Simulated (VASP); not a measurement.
# Ni (Fm-3m) in VASP: a series of runs

Runs on Ni. Level: PBE. Tasks: single point.

All numbers are computed with VASP 6.6.1; they aren't measurements. Logs are shortened: lines on timing, memory, paths and dates and some standing lists are left out, and cuts for length are marked.

## (1) The cell of the first run

It takes space group Fm-3m (No. 225, cubic). Conventional cell: a = 3.538 Å, b = 3.538 Å, c = 3.538 Å, α = 90.00°, β = 90.00°, γ = 90.00°. Ni (site symmetry m-3m) has 12 Ni at 2.50 Å within 3.3 Å.

## (2) Single point, PBE

Input file INCAR:

```
SYSTEM = Ni
PREC = Accurate
ENCUT = 520
EDIFF = 1E-7
ISMEAR = 0
SIGMA = 0.1
LREAL = .FALSE.
LASPH = .TRUE.
NELM = 80
ALGO = Normal
ISIF = 2
LWAVE = .FALSE.
LCHARG = .TRUE.
GGA = PE
LELF = .TRUE.
LVHAR = .TRUE.
NBANDS = 17
```

Input file KPOINTS:

```
regular mesh
0
G
  14 14 7
  0 0 0
```

Input file POSCAR:

```
Ni
1.0
    0.0000000000      1.7689500000      1.7689500000
    1.7689500000      0.0000000000      1.7689500000
    3.5379000000      3.5379000000      0.0000000000
Ni
2
Direct
    0.0000000000      0.0000000000      0.0000000000
    0.0000000000      0.0000000000      0.5000000000
```

Potentials or basis: VASP PAW PBE potentials, release 64 (Ni).

The run is started by

```bash
$ cat potpaw_PBE.64/Ni/POTCAR > POTCAR
$ mpirun -np 1 vasp_std > vasp.out
```

OUTCAR:

```text
SYSTEM = Ni
   PREC = Accurate
   ENCUT = 520
   EDIFF = 1E-7
   ISMEAR = 0
   LREAL = .FALSE.
   LASPH = .TRUE.
   NELM = 80
   ISIF = 2
   GGA = PE

 ion  position               nearest neighbor table
   1  0.000  0.000  0.000-   2 2.50   2 2.50   2 2.50   2 2.50   2 2.50   2 2.50
   2  0.000  0.000  0.500-   1 2.50   1 2.50   1 2.50   1 2.50   1 2.50   1 2.50

  LATTYP: Found a trigonal (rhomboedric) cell.
 ALAT       =     4.3330248805
 COS(alpha) =     0.8333333333

  Lattice vectors:

 A1 = (   3.5379000000,   1.7689500000,  -1.7689500000)
 A2 = (   1.7689500000,   1.7689500000,  -3.5379000000)
 A3 = (   1.7689500000,   3.5379000000,  -1.7689500000)

Analysis of symmetry for initial positions (statically):
=====================================================================
 Subroutine PRICEL returns following result:

  LATTYP: Found a face centered cubic cell.
 ALAT       =     3.5379000000

  Lattice vectors:

 A1 = (   0.0000000000,   1.7689500000,   1.7689500000)
 A2 = (   1.7689500000,   0.0000000000,   1.7689500000)
 A3 = (   1.7689500000,   1.7689500000,   0.0000000000)

   2 primitive cells build up your supercell.

 Routine SETGRP: Setting up the symmetry group for a
 trigonal (rhombohedral) supercell.

 Subroutine GETGRP returns: Found 12 space group operations
 (whereof 12 operations were pure point group operations)
 out of a pool of 12 trial point group operations.

The static configuration has the point symmetry D_3d.

Analysis of symmetry for dynamics (positions and initial velocities):
=====================================================================
 Subroutine PRICEL returns following result:

  LATTYP: Found a face centered cubic cell.
 ALAT       =     3.5379000000

  Lattice vectors:

 A1 = (   0.0000000000,   1.7689500000,   1.7689500000)
 A2 = (   1.7689500000,   0.0000000000,   1.7689500000)
 A3 = (   1.7689500000,   1.7689500000,   0.0000000000)

   2 primitive cells build up your supercell.

 Routine SETGRP: Setting up the symmetry group for a
 trigonal (rhombohedral) supercell.

 Subroutine GETGRP returns: Found 12 space group operations
 (whereof 12 operations were pure point group operations)
 out of a pool of 12 trial point group operations.

The dynamic configuration has the point symmetry D_3d.

 Subroutine INISYM returns: Found 12 space group operations
 (whereof 12 operations are pure point group operations),
 and found     2 'primitive' translations

----------------------------------------------------------------------------------------

                                     Primitive cell

  volume of cell :      11.0707

  direct lattice vectors                    reciprocal lattice vectors
     0.000000000  1.768950000  1.768950000    -0.282653552  0.282653552  0.282653552
     1.768950000  0.000000000  1.768950000     0.282653552 -0.282653552  0.282653552
     1.768950000  1.768950000  0.000000000     0.282653552  0.282653552 -0.282653552

  length of vectors
     2.501673081  2.501673081  2.501673081     0.489570312  0.489570312  0.489570312

  position of ions in fractional coordinates (direct lattice)
     0.000000000  0.000000000  0.000000000

  ion indices of the primitive-cell ions
   primitive index   ion index
                 1           1

----------------------------------------------------------------------------------------

 KPOINTS: regular mesh

Automatic generation of k-mesh.
 Grid dimensions read from file:
 generate k-points for:   14   14    7

 Generating k-lattice:

  Cartesian coordinates                     Fractional coordinates (reciprocal lattice)
    -0.020189539  0.020189539  0.020189539     0.071428571  0.000000000  0.000000000
     0.020189539 -0.020189539  0.020189539     0.000000000  0.071428571  0.000000000
     0.020189539  0.020189539 -0.020189539     0.000000000  0.000000000  0.142857143

  Length of vectors
     0.034969308  0.034969308  0.034969308

  Shift w.r.t. Gamma in fractional coordinates (k-lattice)
     0.000000000  0.000000000  0.000000000

 -----------------------------------------------------------------------------
|                                                                             |
|           W    W    AA    RRRRR   N    N  II  N    N   GGGG   !!!           |
|           W    W   A  A   R    R  NN   N  II  NN   N  G    G  !!!           |
|           W    W  A    A  R    R  N N  N  II  N N  N  G       !!!           |
|           W WW W  AAAAAA  RRRRR   N  N N  II  N  N N  G  GGG   !            |
|           WW  WW  A    A  R   R   N   NN  II  N   NN  G    G                |
|           W    W  A    A  R    R  N    N  II  N    N   GGGG   !!!           |
|                                                                             |
|     Your reciprocal lattice and k-lattice belong to different lattice       |
|     classes:                                                                |
|                                                                             |
|        The reciprocal lattice is rhombohedral (trigonal),                   |
|        whereas your k-lattice is body-centered cubic.                       |
|                                                                             |
|     Results are often still useful ...                                      |
|                                                                             |
 -----------------------------------------------------------------------------

 Subroutine IBZKPT returns following result:
 ===========================================

 Found    144 irreducible k-points:

 Following reciprocal coordinates:
            Coordinates               Weight
  0.000000  0.000000  0.000000      1.000000
  0.071429  0.000000  0.000000      6.000000
  0.142857  0.000000  0.000000      6.000000
  0.214286  0.000000  0.000000      6.000000
  0.285714  0.000000  0.000000      6.000000
  0.357143  0.000000  0.000000      6.000000
[... 16 lines left out ...]
  0.214286  0.142857  0.000000     12.000000
  0.285714  0.142857  0.000000     12.000000
 [... further k-points ...]
   k-points           NKPTS =    144   k-points in BZ     NKDIM =    144   number of bands    NBANDS=     17
   number of dos      NEDOS =    301   number of ions     NIONS =      2
   total plane-waves  NPLWV =  16000
   dimension x,y,z NGX =    20 NGY =   20 NGZ =   40
   dimension x,y,z NGXF=    40 NGYF=   40 NGZF=   80
   ions per type =               2
   NGX,Y,Z   is equivalent  to a cutoff of  13.29, 13.29, 13.29 a.u.
   NGXF,Y,Z  is equivalent  to a cutoff of  26.58, 26.58, 26.58 a.u.
 SYSTEM =  Ni
   PREC   = accura    normal or accurate (medium, high low for compatibility)
   ISTART =      0    job   : 0-new  1-cont  2-samecut
   ICHARG =      2    charge: 1-file 2-atom 10-const
   ISPIN  =      1    spin polarized calculation?
   LNONCOLLINEAR =      F non collinear calculations
   LSORBIT =      F    spin-orbit coupling
   LASPH  =      T    aspherical Exc in radial PAW
   ENCUT  =  520.0 eV  38.22 Ry    6.18 a.u.   4.65  4.65  9.30*2*pi/ulx,y,z
   NELM   =     80;   NELMIN=  2; NELMDL= -5     # of ELM steps
   EDIFF  = 0.1E-06   stopping-criterion for ELM
   LREAL  =      F    real-space projection
   EDIFFG = 0.1E-05   stopping-criterion for IOM
   NSW    =      0    number of steps for IOM
   IBRION =     -1    ionic relax: 0-MD 1-quasi-New 2-CG
   NFREE  =      0    steps in history (QN), initial steepest desc. (CG)
   ISIF   =      2    stress and relaxation
   ISYM   =      2    0-nonsym 1-usesym 2-fastsym
   POTIM  = 0.5000    time-step for ionic-motion
   TEBEG  =    0.0;   TEEND  =   0.0 temperature during run
   PSTRESS=    0.0 pullay stress
   NELECT =      20.0000    total number of electrons
   NUPDOWN=      -1.0000    fix difference up-down
   EMIN   =  10.00;   EMAX   =-10.00  energy-range for DOS
   EFERMI =   0.00;   METHOD = LEGACY
   ISMEAR =     0;   SIGMA  =   0.10  broadening in eV -4-tet -1-fermi 0-gaus
   EFERMI_NEDOS =   21; number of points for ismear=-14 and -15
   IALGO  =     38    algorithm
   IMIX   =      4    mixing-type and parameters
     AMIX     =   0.40;   BMIX     =  1.00
     AMIX_MAG =   1.60;   BMIX_MAG =  1.00
  volume/ion in A,a.u.               =      11.07        74.71
  Fermi-wavevector in a.u.,A,eV,Ry     =   1.582520  2.990530 34.074027  2.504370
  Thomas-Fermi vector in A             =   2.682431
   LORBIT       =      0    0 simple, 1 ext, 2 COOP (PROOUT), +10 PAW based schemes
   GGA     = PE    functional components
   LHFCALC =     F    Hartree Fock is set to
   AEXX    =    0.0000 exact exchange contribution
   IVDW    =     0    specifies the selected vdW correction
   LEPSILON=     F    determine dielectric tensor
   LRPA    =     F    only Hartree local field effects (RPA)
 non-spin polarized calculation
 Gauss-broadening in eV      SIGMA  =   0.10
  energy-cutoff  :      520.00
  volume of cell :       22.14
 maximum number of plane-waves:       609
   NGX =  9   NGY =  9   NGZ = 19

 number of electron      20.0000019 magnetization

 Free energy of the ion-electron system (eV)
  ---------------------------------------------------
  ext. energy  EPLUGINS =         0.00000000
  ---------------------------------------------------
  free energy    TOTEN  =       -10.83676600 eV

  energy without entropy =      -10.79315470  energy(sigma->0) =      -10.81496035

 E-fermi :   8.9139     XC(G=0): -13.1527

 val. band max:        8.9135939730   @ k =   0.0000   0.0000   0.0000
 cond. band min:       8.9182487794   @ k =  -0.1429  -0.2143   0.2857
 fundamental gap:      0.0046548064
 Fermi energy:         8.9138927017

 k-point     1 :       0.0000    0.0000    0.0000
  band No.  band energies     occupation
      1       0.2242      2.00000
      2       4.6174      2.00000
      3       7.0851      2.00000
      4       7.0851      2.00000
      5       7.1288      2.00000
      6       7.1288      2.00000
[... 9 lines left out ...]
     16      33.5472      0.00000
     17      33.5472      0.00000

 k-point     2 :       0.0714    0.0000    0.0000
  band No.  band energies     occupation
      1       0.4212      2.00000
      2       4.7208      2.00000
      3       6.9941      2.00000
      4       7.0762      2.00000
      5       7.1639      2.00000
      6       7.1725      2.00000
[... 9 lines left out ...]
     16      32.1194      0.00000
     17      32.4284      0.00000
[... 421 lines left out ...]
 k-point    24 :       0.2857    0.1429    0.0000
  band No.  band energies     occupation
      1       2.8602      2.00000
      2       5.2087      2.00000
      3       6.2004      2.00000
      4       6.4509      2.00000
      5       6.7149      2.00000
      6       7.3118      2.00000
[... 9 lines left out ...]
     16      26.7471      0.00000
     17      29.9607      0.00000

 [... further k-points ...]

------------------------ aborting loop because EDIFF is reached ----------------------------------------

  FORCE on cell =-STRESS in cart. coord.  units (eV):
  Direction    XX          YY          ZZ          XY          YZ          ZX
  --------------------------------------------------------------------------------------
  -------------------------------------------------------------------------------------
  Total       -0.5860875     -0.5860875     -0.5860875     -0.0000002      0.0000002      0.0000002
  in kB      -42.4098113    -42.4098113    -42.4098113     -0.0000154      0.0000154      0.0000154
  external PRESSURE =     -42.4098113 kB  Pullay stress =       0.0000000 kB

 VOLUME and BASIS-vectors are now :
 -----------------------------------------------------------------------------
  energy-cutoff  :      520.00
  volume of cell :       22.14
      direct lattice vectors                 reciprocal lattice vectors
     0.000000000  1.768950000  1.768950000    -0.282653552  0.282653552  0.282653552
     1.768950000  0.000000000  1.768950000     0.282653552 -0.282653552  0.282653552
     3.537900000  3.537900000  0.000000000     0.141326776  0.141326776 -0.141326776

 POSITION                                       TOTAL-FORCE (eV/Angst)
 -----------------------------------------------------------------------------------
      0.00000      0.00000      0.00000         0.000000     -0.000000      0.000000
      1.76895      1.76895      0.00000         0.000000      0.000000     -0.000000
 -----------------------------------------------------------------------------------
    total drift:                               -0.000000     -0.000000      0.000000

  FREE ENERGIE OF THE ION-ELECTRON SYSTEM (eV)
  ---------------------------------------------------
  free  energy   TOTEN  =       -10.8367660044 eV

  energy  without entropy=      -10.7931546972  energy(sigma->0) =      -10.81496035
```

Run time: 31 s. Hardware: 1 thread of Intel Xeon 6975P-C (Granite Rapids), shared host; peak memory 0.17 GiB.

What came out:

* Free energy: -10.8368 eV
* Pressure: -4.2 GPa
* Band gap on the k mesh: zero (bands 10 and 11 overlap by 0.77 eV)

Caveat: the cell stands under tension; the run has no spin polarisation, though such a crystal can be magnetic. Spin polarisation is off, so any magnetic state and its effect on volume and gap are missing.

[end of part 1 of 2]
